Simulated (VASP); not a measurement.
# Au (I4_1/amd) in VASP: single point with PBE

Aim: the single point of Au with PBE.

Everything below comes from runs of VASP 6.6.1. Logs are shortened: lines on timing, memory, paths and dates and some standing lists are left out, and cuts for length are marked.

## (1) The cell of the first run

It takes space group I4_1/amd (No. 141, tetragonal). The conventional cell has a = 5.346 Å, b = 5.346 Å, c = 2.740 Å, α = 90.00°, β = 90.00°, γ = 90.00°. Au (site symmetry -4m2) has 10 Au at 2.74 to 3.37 Å within 3.6 Å.

## (2) Single point, PBE

File INCAR:

```
SYSTEM = Au
PREC     = Accurate       ! precision mode
ENCUT    = 520            ! plane-wave cutoff, eV
EDIFF    = 1E-7           ! SCF threshold, eV
ISMEAR   = -1             ! smearing method
SIGMA    = 0.08           ! smearing width, eV
LREAL    = .FALSE.        ! projectors in reciprocal space
LASPH    = .TRUE.         ! aspherical terms in the spheres
NELM     = 80             ! most SCF steps
ALGO     = Normal         ! electronic algorithm
ISIF     = 2              ! what is computed and relaxed
LWAVE    = .FALSE.        ! write WAVECAR
LCHARG   = .FALSE.        ! write CHGCAR
GGA      = PE             ! functional
NBANDS   = 18             ! bands
```

File KPOINTS:

```
Automatic mesh
0
G
  15 15 15
  0 0 0
```

File POSCAR:

```
Au
1.0
   -2.6728352119      2.6728352119      1.3699926443
    2.6728352119     -2.6728352119      1.3699926443
    2.6728352119      2.6728352119     -1.3699926443
Au
2
Direct
   -0.3750000000     -0.1250000000     -0.2500000000
    0.3750000000      0.1250000000      0.2500000000
```

Potentials or basis: VASP PAW PBE potentials, release 64 (Au).

Launch:

```bash
> cat potpaw_PBE.64/Au/POTCAR > POTCAR
> mpirun -np 1 vasp_std > vasp.out
```

OUTCAR:

```text
SYSTEM = Au
   PREC = Accurate
   ENCUT = 520
   EDIFF = 1E-7
   ISMEAR = -1
   LREAL = .FALSE.
   LASPH = .TRUE.
   NELM = 80
   ISIF = 2
   GGA = PE

 ion  position               nearest neighbor table
   1  0.625  0.875  0.750-   2 2.76   2 2.76   2 2.76   2 2.76   2 3.37   2 3.37   2 3.37   2 3.37

   2  0.375  0.125  0.250-   1 2.76   1 2.76   1 2.76   1 2.76   1 3.37   1 3.37   1 3.37   1 3.37

  LATTYP: Found a body centered tetragonal cell.
 ALAT       =     5.3456704238
 C/A-ratio  =     0.5125615819

  Lattice vectors:

 A1 = (  -2.6728352119,   2.6728352119,   1.3699926443)
 A2 = (   2.6728352119,  -2.6728352119,   1.3699926443)
 A3 = (   2.6728352119,   2.6728352119,  -1.3699926443)

Analysis of symmetry for initial positions (statically):
=====================================================================
 Subroutine PRICEL returns:
 Original cell was already a primitive cell.

 Routine SETGRP: Setting up the symmetry group for a
 body centered tetragonal supercell.

 Subroutine GETGRP returns: Found 16 space group operations
 (whereof  4 operations were pure point group operations)
 out of a pool of 16 trial point group operations.

The static configuration has the point symmetry C_2h.
 The point group associated with its full space group is D_4h.

Analysis of symmetry for dynamics (positions and initial velocities):
=====================================================================
 Subroutine PRICEL returns:
 Original cell was already a primitive cell.

 Routine SETGRP: Setting up the symmetry group for a
 body centered tetragonal supercell.

 Subroutine GETGRP returns: Found 16 space group operations
 (whereof  4 operations were pure point group operations)
 out of a pool of 16 trial point group operations.

The dynamic configuration has the point symmetry C_2h.
 The point group associated with its full space group is D_4h.

 Subroutine INISYM returns: Found 16 space group operations
 (whereof  4 operations are pure point group operations),
 and found     1 'primitive' translations

----------------------------------------------------------------------------------------

                                     Primitive cell

  volume of cell :      39.1492

  direct lattice vectors                    reciprocal lattice vectors
    -2.672835212  2.672835212  1.369992644     0.000000000  0.187067275  0.364965463
     2.672835212 -2.672835212  1.369992644     0.187067275  0.000000000  0.364965463
     2.672835212  2.672835212 -1.369992644     0.187067275  0.187067275  0.000000000

  length of vectors
     4.020569112  4.020569112  4.020569112     0.410114563  0.410114563  0.264553078

  position of ions in fractional coordinates (direct lattice)
     0.625000000  0.875000000  0.750000000
     0.375000000  0.125000000  0.250000000

  ion indices of the primitive-cell ions
   primitive index   ion index
                 1           1
                 2           2

----------------------------------------------------------------------------------------

 KPOINTS: Automatic mesh

Automatic generation of k-mesh.
 Grid dimensions read from file:
 generate k-points for:   15   15   15

 Generating k-lattice:

  Cartesian coordinates                     Fractional coordinates (reciprocal lattice)
     0.000000000  0.012471152  0.024331031     0.066666667  0.000000000  0.000000000
     0.012471152  0.000000000  0.024331031     0.000000000  0.066666667  0.000000000
     0.012471152  0.012471152  0.000000000     0.000000000  0.000000000  0.066666667

  Length of vectors
     0.027340971  0.027340971  0.017636872

  Shift w.r.t. Gamma in fractional coordinates (k-lattice)
     0.000000000  0.000000000  0.000000000

 Subroutine IBZKPT returns following result:
 ===========================================

 Found    288 irreducible k-points:

 Following reciprocal coordinates:
            Coordinates               Weight
  0.000000  0.000000  0.000000      1.000000
  0.066667  0.000000 -0.000000      8.000000
  0.133333  0.000000  0.000000      8.000000
  0.200000 -0.000000  0.000000      8.000000
  0.266667  0.000000  0.000000      8.000000
  0.333333  0.000000  0.000000      8.000000
[... 16 lines left out ...]
  0.133333  0.133333  0.000000      8.000000
  0.200000  0.133333  0.000000     16.000000
 [... further k-points ...]
   k-points           NKPTS =    288   k-points in BZ     NKDIM =    288   number of bands    NBANDS=     18
   number of dos      NEDOS =    301   number of ions     NIONS =      2
   total plane-waves  NPLWV =  27000
   dimension x,y,z NGX =    30 NGY =   30 NGZ =   30
   dimension x,y,z NGXF=    60 NGYF=   60 NGZF=   60
   ions per type =               2
   NGX,Y,Z   is equivalent  to a cutoff of  12.40, 12.40, 12.40 a.u.
   NGXF,Y,Z  is equivalent  to a cutoff of  24.81, 24.81, 24.81 a.u.
 SYSTEM =  Au
   PREC   = accura    normal or accurate (medium, high low for compatibility)
   ISTART =      0    job   : 0-new  1-cont  2-samecut
   ICHARG =      2    charge: 1-file 2-atom 10-const
   ISPIN  =      1    spin polarized calculation?
   LNONCOLLINEAR =      F non collinear calculations
   LSORBIT =      F    spin-orbit coupling
   LASPH  =      T    aspherical Exc in radial PAW
   ENCUT  =  520.0 eV  38.22 Ry    6.18 a.u.   7.48  7.48  7.48*2*pi/ulx,y,z
   NELM   =     80;   NELMIN=  2; NELMDL= -5     # of ELM steps
   EDIFF  = 0.1E-06   stopping-criterion for ELM
   LREAL  =      F    real-space projection
   EDIFFG = 0.1E-05   stopping-criterion for IOM
   NSW    =      0    number of steps for IOM
   IBRION =     -1    ionic relax: 0-MD 1-quasi-New 2-CG
   NFREE  =      0    steps in history (QN), initial steepest desc. (CG)
   ISIF   =      2    stress and relaxation
   ISYM   =      2    0-nonsym 1-usesym 2-fastsym
   POTIM  = 0.5000    time-step for ionic-motion
   TEBEG  =    0.0;   TEEND  =   0.0 temperature during run
   PSTRESS=    0.0 pullay stress
   NELECT =      22.0000    total number of electrons
   NUPDOWN=      -1.0000    fix difference up-down
   EMIN   =  10.00;   EMAX   =-10.00  energy-range for DOS
   EFERMI =   0.00;   METHOD = LEGACY
   ISMEAR =    -1;   SIGMA  =   0.08  broadening in eV -4-tet -1-fermi 0-gaus
   EFERMI_NEDOS =   21; number of points for ismear=-14 and -15
   IALGO  =     38    algorithm
   IMIX   =      4    mixing-type and parameters
     AMIX     =   0.40;   BMIX     =  1.00
     AMIX_MAG =   1.60;   BMIX_MAG =  1.00
  volume/ion in A,a.u.               =      19.57       132.10
  Fermi-wavevector in a.u.,A,eV,Ry     =   1.350957  2.552939 24.831786  1.825085
  Thomas-Fermi vector in A             =   2.478419
   LORBIT       =      0    0 simple, 1 ext, 2 COOP (PROOUT), +10 PAW based schemes
   GGA     = PE    functional components
   LHFCALC =     F    Hartree Fock is set to
   AEXX    =    0.0000 exact exchange contribution
   IVDW    =     0    specifies the selected vdW correction
   LEPSILON=     F    determine dielectric tensor
   LRPA    =     F    only Hartree local field effects (RPA)
 non-spin polarized calculation
  energy-cutoff  :      520.00
  volume of cell :       39.15
 maximum number of plane-waves:      1073
 NGX is ok and might be reduce to    30
   NGX = 15   NGY = 15   NGZ = 15

 number of electron      22.0000007 magnetization

 Free energy of the ion-electron system (eV)
  ---------------------------------------------------
  ext. energy  EPLUGINS =         0.00000000
  ---------------------------------------------------
  free energy    TOTEN  =        -6.14591040 eV

  energy without entropy =       -6.13466196  energy(sigma->0) =       -6.14028618

 E-fermi :   7.2336     XC(G=0): -11.8185

 val. band max:        7.2071112754   @ k =  -0.3333   0.4000   0.2000
 cond. band min:       7.2453844144   @ k =  -0.2000  -0.4667   0.2000
 fundamental gap:      0.0382731390
 Fermi energy:         7.2336237308

 k-point     1 :       0.0000    0.0000    0.0000
  band No.  band energies     occupation
      1      -1.1752      2.00000
      2       1.4184      2.00000
      3       1.5498      2.00000
      4       1.6030      2.00000
      5       2.0191      2.00000
      6       4.7340      2.00000
[... 10 lines left out ...]
     17      21.3460      0.00000
     18      26.4782      0.00000

 k-point     2 :       0.0667    0.0000   -0.0000
  band No.  band energies     occupation
      1      -1.0281      2.00000
      2       1.4747      2.00000
      3       1.5728      2.00000
      4       1.7571      2.00000
      5       2.1058      2.00000
      6       4.4480      2.00000
[... 10 lines left out ...]
     17      21.5816      0.00000
     18      25.0927      0.00000

 k-point     3 :       0.1333    0.0000    0.0000
  band No.  band energies     occupation
      1      -0.6033      2.00000
      2       1.6353      2.00000
      3       1.6748      2.00000
      4       2.1563      2.00000
      5       2.3599      2.00000
      6       3.9719      2.00000
[... 10 lines left out ...]
     17      22.2365      0.00000
     18      22.7028      0.00000

 k-point     4 :       0.2000   -0.0000    0.0000
  band No.  band energies     occupation
      1       0.0390      2.00000
      2       1.8218      2.00000
      3       1.8678      2.00000
      4       2.6234      2.00000
      5       2.8306      2.00000
      6       3.4525      2.00000
[... 375 lines left out ...]
      4       1.6280      2.00000
      5       2.0142      2.00000
      6       4.7214      2.00000
[... 10 lines left out ...]
     17      21.2084      0.00000
     18      26.1549      0.00000

 k-point    23 :       0.1333    0.1333    0.0000
  band No.  band energies     occupation
      1       0.6048      2.00000
      2       1.8613      2.00000
      3       2.0742      2.00000
      4       2.8227      2.00000
      5       2.9805      2.00000
      6       3.6089      2.00000
[... 10 lines left out ...]
     17      19.9451      0.00000
     18      21.2817      0.00000

 k-point    24 :       0.2000    0.1333    0.0000
  band No.  band energies     occupation
      1       1.1859      2.00000
      2       1.8251      2.00000
      3       2.2968      2.00000
      4       2.6538      2.00000
      5       2.9533      2.00000
      6       3.4594      2.00000
[... 10 lines left out ...]
     17      20.2896      0.00000
     18      20.4521      0.00000

 [... further k-points ...]

------------------------ aborting loop because EDIFF is reached ----------------------------------------

  FORCE on cell =-STRESS in cart. coord.  units (eV):
  Direction    XX          YY          ZZ          XY          YZ          ZX
  --------------------------------------------------------------------------------------
  -------------------------------------------------------------------------------------
  Total        0.1602982      0.1602982      0.1555763      0.0000000     -0.0000000      0.0000000
  in kB        6.5601925      6.5601925      6.3669511      0.0000000     -0.0000000      0.0000000
  external PRESSURE =       6.4957787 kB  Pullay stress =       0.0000000 kB

 VOLUME and BASIS-vectors are now :
 -----------------------------------------------------------------------------
  energy-cutoff  :      520.00
  volume of cell :       39.15
      direct lattice vectors                 reciprocal lattice vectors
    -2.672835212  2.672835212  1.369992644     0.000000000  0.187067275  0.364965463
     2.672835212 -2.672835212  1.369992644     0.187067275  0.000000000  0.364965463
     2.672835212  2.672835212 -1.369992644     0.187067275  0.187067275  0.000000000

 POSITION                                       TOTAL-FORCE (eV/Angst)
 -----------------------------------------------------------------------------------
      2.67284      1.33642      1.02749        -0.000000      0.000000      0.000000
      0.00000      1.33642      0.34250         0.000000     -0.000000     -0.000000
 -----------------------------------------------------------------------------------
    total drift:                                0.000000     -0.000000      0.000000

  FREE ENERGIE OF THE ION-ELECTRON SYSTEM (eV)
  ---------------------------------------------------
  free  energy   TOTEN  =        -6.1459103954 eV

  energy  without entropy=       -6.1346619560  energy(sigma->0) =       -6.14028618
```

It took 3.5 min on 1 thread of Intel Xeon 8259CL, shared host; peak memory 0.3 GiB.

Results:

| Item | Value |
| --- | --- |
| Free energy | -6.1459 eV |
| Pressure | 0.6 GPa |
| Band gap on the k mesh | zero (bands 11 and 12 overlap by 4.49 eV) |

Levels at points of the mesh, in eV from the Fermi level:
```tsv
k point	band 7	band 8	band 9	band 10	band 11	band 12	band 13	band 14	band 15	band 16
(0.00, 0.00, 0.00)	-2.50	-2.46	-2.46	-1.73	-0.90	3.79	3.79	6.68	11.92	14.11
```

Caveat: spin-orbit coupling is left out, which moves the levels of the heavy elements.
